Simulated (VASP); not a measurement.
Crystal: Ba.

```xyz
1
Lattice="3.9177 0.0000 0.0000 0.0000 3.9177 0.0000 0.0000 0.0000 3.9177" Properties=species:S:1:pos:R:3 pbc="T T T"
Ba    0.0000    0.0000    0.0000
```

| Quantity | Value |
| --- | --- |
| Program | VASP 6.6.1 |
| Task | relaxation of cell and atoms |
| Functional | LDA |
| Potentials or basis | VASP PAW LDA potentials, release 64 (Ba_sv) |
| Cutoff | 600 eV |
| k mesh | 6 × 6 × 6 |
| Occupations | fermi-dirac, width 0.1 eV |
| Spin | no spin polarisation |

At the start: pressure -1.1 GPa; volume 60.13 Å³/atom.

Q: Where does the relaxation end?

A: Over 3 steps the energy falls by 32.2 meV/atom and the volume is 52.65 Å³/atom (-12.4 %); space group Pm-3m (No. 221, to 0.05 Å).

The path:
```csv
step,energy change (eV),largest force (eV/Å),pressure (GPa),volume (Å³)
1,0.0000,0.0000,-1.12,60.13
2,-0.0211,0.0000,-0.75,56.55
3,-0.0322,0.0000,-0.14,52.65
```

Final structure:
```
CELL_PARAMETERS angstrom
3.74811 0.00000 0.00000
0.00000 3.74811 0.00000
0.00000 0.00000 3.74811
ATOMIC_POSITIONS crystal
Ba 0.00000 0.00000 0.00000
```
